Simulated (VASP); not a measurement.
# Cl (Fm-3m) in VASP: notebook

The runs below take Cl through relaxation of cell and atoms, with LDA.

Program: VASP 6.6.1. These are calculated values, not measurements. Logs are shortened: lines on timing, memory, paths and dates and some standing lists are left out, and cuts for length are marked.

### 1 The cell of the first run

It takes space group Fm-3m (No. 225, cubic). Conventional cell: a = 3.890 Å, b = 3.890 Å, c = 3.890 Å, α = 90.00°, β = 90.00°, γ = 90.00°. Within 3.6 Å of Cl (site symmetry m-3m) lie 12 Cl at 2.75 Å.

### 2 Relaxation of cell and atoms, LDA, target pressure 19 GPa, at which the enthalpy is minimised

Contents of INCAR:

```
ALGO = Normal
EDIFF = 1E-7
EDIFFG = -0.005
ENCUT = 500
GGA_COMPAT = F
IBRION = 2
ISIF = 3
ISMEAR = -1
LASPH = T
LCHARG = F
LREAL = F
LWAVE = F
NELM = 120
NELMIN = 4
NSW = 60
PREC = Accurate
PSTRESS = 190.0
SIGMA = 0.1
```

Contents of KPOINTS:

```
k-points
0
Gamma
  16 16 16
```

Contents of POSCAR:

```
Cl
1.0
    0.0000000000      1.9449998788      1.9449998788
    1.9449998788      0.0000000000      1.9449998788
    1.9449998788      1.9449998788      0.0000000000
Cl
1
Direct
    0.0000000000      0.0000000000      0.0000000000
```

Potentials or basis: VASP PAW LDA potentials, release 64 (Cl).

Run with:

```console
cat potpaw_LDA.64/Cl/POTCAR > POTCAR
mpirun -np 1 vasp_std > vasp.out
```

OUTCAR:

```text
EDIFF = 1E-7
   EDIFFG = -0.005
   ENCUT = 500
   IBRION = 2
   ISIF = 3
   ISMEAR = -1
   LASPH = T
   LREAL = F
   NELM = 120
   NELMIN = 4
   NSW = 60
   PREC = Accurate
   PSTRESS = 190.0

 ion  position               nearest neighbor table
   1  0.000  0.000  0.000-

  LATTYP: Found a face centered cubic cell.
 ALAT       =     3.8899997576

  Lattice vectors:

 A1 = (   0.0000000000,   1.9449998788,   1.9449998788)
 A2 = (   1.9449998788,   0.0000000000,   1.9449998788)
 A3 = (   1.9449998788,   1.9449998788,   0.0000000000)

Analysis of symmetry for initial positions (statically):
=====================================================================
 Subroutine PRICEL returns:
 Original cell was already a primitive cell.

 Routine SETGRP: Setting up the symmetry group for a
 face centered cubic supercell.

 Subroutine GETGRP returns: Found 48 space group operations
 (whereof 48 operations were pure point group operations)
 out of a pool of 48 trial point group operations.

The static configuration has the point symmetry O_h .

Analysis of symmetry for dynamics (positions and initial velocities):
=====================================================================
 Subroutine PRICEL returns:
 Original cell was already a primitive cell.

 Routine SETGRP: Setting up the symmetry group for a
 face centered cubic supercell.

 Subroutine GETGRP returns: Found 48 space group operations
 (whereof 48 operations were pure point group operations)
 out of a pool of 48 trial point group operations.

The dynamic configuration has the point symmetry O_h .

 Subroutine INISYM returns: Found 48 space group operations
 (whereof 48 operations are pure point group operations),
 and found     1 'primitive' translations

----------------------------------------------------------------------------------------

                                     Primitive cell

  volume of cell :      14.7160

  direct lattice vectors                    reciprocal lattice vectors
     0.000000000  1.944999879  1.944999879    -0.257069425  0.257069425  0.257069425
     1.944999879  0.000000000  1.944999879     0.257069425 -0.257069425  0.257069425
     1.944999879  1.944999879  0.000000000     0.257069425  0.257069425 -0.257069425

  length of vectors
     2.750645207  2.750645207  2.750645207     0.445257305  0.445257305  0.445257305

  position of ions in fractional coordinates (direct lattice)
     0.000000000  0.000000000  0.000000000

  ion indices of the primitive-cell ions
   primitive index   ion index
                 1           1

----------------------------------------------------------------------------------------

 KPOINTS: k-points

Automatic generation of k-mesh.
 Grid dimensions read from file:
 generate k-points for:   16   16   16

 Generating k-lattice:

  Cartesian coordinates                     Fractional coordinates (reciprocal lattice)
    -0.016066839  0.016066839  0.016066839     0.062500000  0.000000000  0.000000000
     0.016066839 -0.016066839  0.016066839     0.000000000  0.062500000  0.000000000
     0.016066839  0.016066839 -0.016066839     0.000000000  0.000000000  0.062500000

  Length of vectors
     0.027828582  0.027828582  0.027828582

  Shift w.r.t. Gamma in fractional coordinates (k-lattice)
     0.000000000  0.000000000  0.000000000

 Subroutine IBZKPT returns following result:
 ===========================================

[... 46 lines left out ...]
   NELM   =    120;   NELMIN=  4; NELMDL= -5     # of ELM steps
   EDIFF  = 0.1E-06   stopping-criterion for ELM
   LREAL  =      F    real-space projection
   EDIFFG = -.5E-02   stopping-criterion for IOM
   NSW    =     60    number of steps for IOM
   IBRION =      2    ionic relax: 0-MD 1-quasi-New 2-CG
   NFREE  =      1    steps in history (QN), initial steepest desc. (CG)
   ISIF   =      3    stress and relaxation
   ISYM   =      2    0-nonsym 1-usesym 2-fastsym
   POTIM  = 0.5000    time-step for ionic-motion
   TEBEG  =    0.0;   TEEND  =   0.0 temperature during run
   PSTRESS=  190.0 pullay stress
   NELECT =       7.0000    total number of electrons
   NUPDOWN=      -1.0000    fix difference up-down
   EMIN   =  10.00;   EMAX   =-10.00  energy-range for DOS
   EFERMI =   0.00;   METHOD = LEGACY
   ISMEAR =    -1;   SIGMA  =   0.10  broadening in eV -4-tet -1-fermi 0-gaus
   EFERMI_NEDOS =   21; number of points for ismear=-14 and -15
   IALGO  =     38    algorithm
   IMIX   =      4    mixing-type and parameters
     AMIX     =   0.40;   BMIX     =  1.00
     AMIX_MAG =   1.60;   BMIX_MAG =  1.00
  volume/ion in A,a.u.               =      14.72        99.31
  Fermi-wavevector in a.u.,A,eV,Ry     =   1.277942  2.414961 22.220174  1.633137
  Thomas-Fermi vector in A             =   2.410513
   LORBIT       =      0    0 simple, 1 ext, 2 COOP (PROOUT), +10 PAW based schemes
   GGA     = CA    functional components
   LHFCALC =     F    Hartree Fock is set to
   AEXX    =    0.0000 exact exchange contribution
   IVDW    =     0    specifies the selected vdW correction
   LEPSILON=     F    determine dielectric tensor
   LRPA    =     F    only Hartree local field effects (RPA)
 conjugate gradient relaxation of ions
 non-spin polarized calculation
  energy-cutoff  :      500.00
  volume of cell :       14.72
 maximum number of plane-waves:       388
   NGX =  9   NGY =  9   NGZ =  9

--------------------------------------- Ionic step        1  -------------------------------------------

 number of electron       7.0000002 magnetization

 Free energy of the ion-electron system (eV)
  ---------------------------------------------------
  ext. energy  EPLUGINS =         0.00000000
  ---------------------------------------------------
  free energy    TOTEN  =        -1.42102484 eV

  energy without entropy =       -1.38937661  energy(sigma->0) =       -1.40520072

------------------------ aborting loop because EDIFF is reached ----------------------------------------

  FORCE on cell =-STRESS in cart. coord.  units (eV):
  Direction    XX          YY          ZZ          XY          YZ          ZX
  --------------------------------------------------------------------------------------
  -------------------------------------------------------------------------------------
  Total        1.7388140      1.7388140      1.7388140      0.0000000      0.0000000      0.0000000
  in kB      189.3106260    189.3106260    189.3106260      0.0000000      0.0000000      0.0000000
  external PRESSURE =      -0.6893740 kB  Pullay stress =     190.0000000 kB

 VOLUME and BASIS-vectors are now :
 -----------------------------------------------------------------------------
  energy-cutoff  :      500.00
  volume of cell :       14.72
      direct lattice vectors                 reciprocal lattice vectors
     0.000000000  1.944999879  1.944999879    -0.257069425  0.257069425  0.257069425
     1.944999879  0.000000000  1.944999879     0.257069425 -0.257069425  0.257069425
     1.944999879  1.944999879  0.000000000     0.257069425  0.257069425 -0.257069425

 POSITION                                       TOTAL-FORCE (eV/Angst)
 -----------------------------------------------------------------------------------
      0.00000      0.00000      0.00000         0.000000      0.000000      0.000000
 -----------------------------------------------------------------------------------
    total drift:                                0.000000     -0.000000     -0.000000

  FREE ENERGIE OF THE ION-ELECTRON SYSTEM (eV)
  ---------------------------------------------------
  free  energy   TOTEN  =        -1.4210248367 eV

  energy  without entropy=       -1.3893766125  energy(sigma->0) =       -1.40520072

  enthalpy is  TOTEN    =         0.3241210985 eV   P V=        1.7451459351

--------------------------------------- Ionic step        2  -------------------------------------------

 number of electron       7.0000002 magnetization

 Free energy of the ion-electron system (eV)
  ---------------------------------------------------
  ext. energy  EPLUGINS =         0.00000000
  ---------------------------------------------------
  free energy    TOTEN  =        -1.41942636 eV

  energy without entropy =       -1.38782944  energy(sigma->0) =       -1.40362790

 E-fermi :   6.6776     XC(G=0): -11.7550

 val. band max:        6.6695784225   @ k =   0.3750   0.1250   0.0000
 cond. band min:       6.7108020641   @ k =   0.5000   0.1250   0.0000
 fundamental gap:      0.0412236416
 Fermi energy:         6.6776320339

 k-point     1 :       0.0000    0.0000    0.0000
  band No.  band energies     occupation
      1     -11.7824      2.00000
      2       8.2324      0.00000
      3       8.2324      0.00000
      4       8.2324      0.00000
      5      19.8250      0.00000
      6      20.4207      0.00000
      7      20.4207      0.00000
[... 221 lines left out ...]
 k-point    24 :      -0.0625    0.0625    0.0000
  band No.  band energies     occupation
      1     -11.5503      2.00000
      2       7.2488      0.00659
      3       7.8468      0.00002
      4       8.2055      0.00000
      5      19.8181      0.00000
      6      20.2476      0.00000
      7      20.6901      0.00000

 [... further k-points ...]

------------------------ aborting loop because EDIFF is reached ----------------------------------------

  FORCE on cell =-STRESS in cart. coord.  units (eV):
  Direction    XX          YY          ZZ          XY          YZ          ZX
  --------------------------------------------------------------------------------------
  -------------------------------------------------------------------------------------
  Total        1.7479446      1.7479446      1.7479446      0.0000000     -0.0000000      0.0000000
  in kB      190.4792062    190.4792062    190.4792062      0.0000000     -0.0000000      0.0000000
  external PRESSURE =       0.4792062 kB  Pullay stress =     190.0000000 kB

 VOLUME and BASIS-vectors are now :
 -----------------------------------------------------------------------------
  energy-cutoff  :      500.00
  volume of cell :       14.70
      direct lattice vectors                 reciprocal lattice vectors
     0.000000000  1.944405746  1.944405746    -0.257147975  0.257147975  0.257147975
     1.944405746  0.000000000  1.944405746     0.257147975 -0.257147975  0.257147975
     1.944405746  1.944405746  0.000000000     0.257147975  0.257147975 -0.257147975

 POSITION                                       TOTAL-FORCE (eV/Angst)
 -----------------------------------------------------------------------------------
      0.00000      0.00000      0.00000         0.000000      0.000000      0.000000
 -----------------------------------------------------------------------------------
    total drift:                                0.000000     -0.000000     -0.000000

  FREE ENERGIE OF THE ION-ELECTRON SYSTEM (eV)
  ---------------------------------------------------
  free  energy   TOTEN  =        -1.4194263616 eV

  energy  without entropy=       -1.3878294359  energy(sigma->0) =       -1.40362790

  enthalpy is  TOTEN    =         0.3241208087 eV   P V=        1.7435471704

 reached required accuracy - stopping structural energy minimisation
```

Run time: 12 s. Hardware: 1 thread of Intel Xeon 8259CL, shared host; peak memory 0.12 GiB.

Results:

| Property | Result |
| --- | --- |
| Free energy | -1.4194 eV |
| Relaxed volume | 14.70 Å³/atom |
| Relaxed cell | a = 2.750 Å, b = 2.750 Å, c = 2.750 Å, α = 60.00°, β = 60.00°, γ = 60.00° |
| Space group after relaxing (to 0.1 Å) | Fm-3m (No. 225) |
| Energy change on relaxing (the run minimises the enthalpy) | +1.6 meV/atom |
| Ionic steps | 2 |
| Pressure after relaxing | 19.0 GPa |
| Band gap on the k mesh | zero (an odd number of electrons rules out a gap without spin polarisation) |

Step by step:
```
step  energy change (eV)  largest force (eV/Å)  pressure (GPa)  volume (Å³)
   1              0.0000                0.0000           18.93        14.72
   2              0.0016                0.0000           19.05        14.70
```

Final structure:
```
Cl
1.0
     0.00000    1.94441    1.94441
     1.94441    0.00000    1.94441
     1.94441    1.94441    0.00000
Cl
1
Direct
  0.00000 0.00000 0.00000
```

Levels at points of the mesh, in eV from the Fermi level:
```tsv
k point	band 1	band 2	band 3	band 4	band 5	band 6	band 7
(0.00, 0.00, 0.00)	-18.46	1.55	1.55	1.55	13.15	13.74	13.74
(0.50, 0.00, 0.00)	-14.95	-7.78	0.47	0.47	9.97	12.94	12.94
(0.50, 0.50, 0.00)	-13.64	-6.87	-1.83	-1.83	6.31	7.32	23.70
```

Caveat: the cell is relaxed towards a set pressure, so the run minimises the enthalpy, not the energy; an odd number of electrons without spin polarisation forces a metal; a magnetic or distorted state may lie lower.

### 3 Relaxation of cell and atoms, LDA, target pressure 19 GPa, at which the enthalpy is minimised

Contents of INCAR:

```
SYSTEM = Cl
PREC = Accurate
ENCUT = 500
EDIFF = 1E-7
ISMEAR = -1
SIGMA = 0.1
LREAL = .False.
LASPH = .True.
NELM = 120
ALGO = Normal
ISIF = 3
LWAVE = .False.
LCHARG = .False.
IBRION = 2
NSW = 32
EDIFFG = -0.005
PSTRESS = 190.0
GGA_COMPAT = .False.
NELMIN = 4
```

Contents of KPOINTS:

```
regular mesh
0
Gamma
  16 16 16
  0 0 0
```

Contents of POSCAR:

```
Cl
1.0
    0.0000000000      1.9452712170      1.9452712170
    1.9452712170      0.0000000000      1.9452712170
    1.9452712170      1.9452712170      0.0000000000
Cl
1
Direct
    0.0000000000      0.0000000000      0.0000000000
```

Potentials or basis: VASP PAW LDA potentials, release 64 (Cl).

Run with:

```console
cat potpaw_LDA.64/Cl/POTCAR > POTCAR
mpirun -np 1 vasp_std > vasp.out
```

OUTCAR:

```text
SYSTEM = Cl
   PREC = Accurate
   ENCUT = 500
   EDIFF = 1E-7
   ISMEAR = -1
   LREAL = .False.
   LASPH = .True.
   NELM = 120
   ISIF = 3
   IBRION = 2
   NSW = 32
   EDIFFG = -0.005
   PSTRESS = 190.0
   NELMIN = 4

 ion  position               nearest neighbor table
   1  0.000  0.000  0.000-

  LATTYP: Found a face centered cubic cell.
 ALAT       =     3.8905424340

  Lattice vectors:

 A1 = (   0.0000000000,   1.9452712170,   1.9452712170)
 A2 = (   1.9452712170,   0.0000000000,   1.9452712170)
 A3 = (   1.9452712170,   1.9452712170,   0.0000000000)

Analysis of symmetry for initial positions (statically):
=====================================================================
 Subroutine PRICEL returns:
 Original cell was already a primitive cell.

 Routine SETGRP: Setting up the symmetry group for a
 face centered cubic supercell.

 Subroutine GETGRP returns: Found 48 space group operations
 (whereof 48 operations were pure point group operations)
 out of a pool of 48 trial point group operations.

The static configuration has the point symmetry O_h .

Analysis of symmetry for dynamics (positions and initial velocities):
[... 165 lines left out ...]
  Total        1.7343737      1.7343737      1.7343737      0.0000000      0.0000000     -0.0000000
  in kB      188.7481843    188.7481843    188.7481843      0.0000000      0.0000000     -0.0000000
  external PRESSURE =      -1.2518157 kB  Pullay stress =     190.0000000 kB
[... 61 lines left out ...]
--------------------------------------- Ionic step        3  -------------------------------------------

 number of electron       7.0000002 magnetization

 Free energy of the ion-electron system (eV)
  ---------------------------------------------------
  ext. energy  EPLUGINS =         0.00000000
  ---------------------------------------------------
  free energy    TOTEN  =        -1.42016496 eV

  energy without entropy =       -1.38854378  energy(sigma->0) =       -1.40435437

 E-fermi :   6.6704     XC(G=0): -11.7529

 val. band max:        6.6623510953   @ k =   0.3750   0.1250   0.0000
 cond. band min:       6.7035024043   @ k =   0.5000   0.1250   0.0000
 fundamental gap:      0.0411513090
 Fermi energy:         6.6703936420

 k-point     1 :       0.0000    0.0000    0.0000
  band No.  band energies     occupation
      1     -11.7849      2.00000
      2       8.2240      0.00000
      3       8.2240      0.00000
      4       8.2240      0.00000
      5      19.8124      0.00000
      6      20.4141      0.00000
      7      20.4141      0.00000
[... 221 lines left out ...]
 k-point    24 :      -0.0625    0.0625    0.0000
  band No.  band energies     occupation
      1     -11.5529      2.00000
      2       7.2409      0.00663
      3       7.8388      0.00002
      4       8.1971      0.00000
      5      19.8115      0.00000
      6      20.2368      0.00000
      7      20.6834      0.00000

 [... further k-points ...]

------------------------ aborting loop because EDIFF is reached ----------------------------------------

  FORCE on cell =-STRESS in cart. coord.  units (eV):
  Direction    XX          YY          ZZ          XY          YZ          ZX
  --------------------------------------------------------------------------------------
  -------------------------------------------------------------------------------------
  Total        1.7452231      1.7452231      1.7452231     -0.0000000     -0.0000000      0.0000000
  in kB      190.1024399    190.1024399    190.1024399     -0.0000000     -0.0000000      0.0000000
  external PRESSURE =       0.1024399 kB  Pullay stress =     190.0000000 kB
[... 20 lines left out ...]
  energy  without entropy=       -1.3885437831  energy(sigma->0) =       -1.40435437

  enthalpy is  TOTEN    =         0.3241176523 eV   P V=        1.7442826168

 reached required accuracy - stopping structural energy minimisation
```

OSZICAR:

```text
N       E                     dE             d eps       ncg     rms          rms(c)
DAV:   1     0.171890292677E+02    0.17189E+02   -0.32097E+03  2058   0.761E+02
DAV:   2    -0.113407729856E+01   -0.18323E+02   -0.17803E+02  2884   0.113E+02
DAV:   3    -0.142068974409E+01   -0.28661E+00   -0.28429E+00  2387   0.163E+01
[... 15 lines left out ...]
       N       E                     dE             d eps       ncg     rms          rms(c)
DAV:   1    -0.142018149030E+01   -0.13312E-02   -0.45156E-04  2156   0.179E-01    0.256E-02
DAV:   2    -0.142016809173E+01    0.13399E-04   -0.21677E-05  2604   0.389E-02    0.117E-02
DAV:   3    -0.142016499529E+01    0.30964E-05   -0.11016E-05  2247   0.248E-02    0.973E-03
DAV:   4    -0.142016496456E+01    0.30734E-07   -0.79088E-08  1932   0.296E-03
   3 F= 0.32411765E+00 E0= 0.33992824E+00  d E =-.503510E-05
```

Wall time 18 s (1 thread of Intel Xeon 8259CL, shared host); peak memory 0.12 GiB.

What came out:

* Free energy: -1.4202 eV
* Relaxed volume: 14.71 Å³/atom
* Relaxed cell: a = 2.750 Å, b = 2.750 Å, c = 2.750 Å, α = 60.00°, β = 60.00°, γ = 60.00°
* Space group after relaxing (to 0.1 Å): Fm-3m (No. 225)
* Energy change on relaxing (the run minimises the enthalpy): +1.6 meV/atom
* Ionic steps: 3
* Pressure after relaxing: 19.0 GPa
* Band gap on the k mesh: zero (an odd number of electrons rules out a gap without spin polarisation)

The path:
```tsv
step	energy change (eV)	largest force (eV/Å)	pressure (GPa)	volume (Å³)
1	0.0000	0.0000	18.87	14.72
2	0.0029	0.0000	19.10	14.70
3	0.0016	0.0000	19.01	14.71
```

Final structure:
```
Cl
1.0
     0.00000    1.94468    1.94468
     1.94468    0.00000    1.94468
     1.94468    1.94468    0.00000
Cl
1
Direct
  0.00000 0.00000 0.00000
```

Caveat: the cell is relaxed towards a set pressure, so the run minimises the enthalpy, not the energy; an odd number of electrons without spin polarisation forces a metal; a magnetic or distorted state may lie lower.

The gap in the log of VASP goes by the Fermi energy; the results here count the filled bands.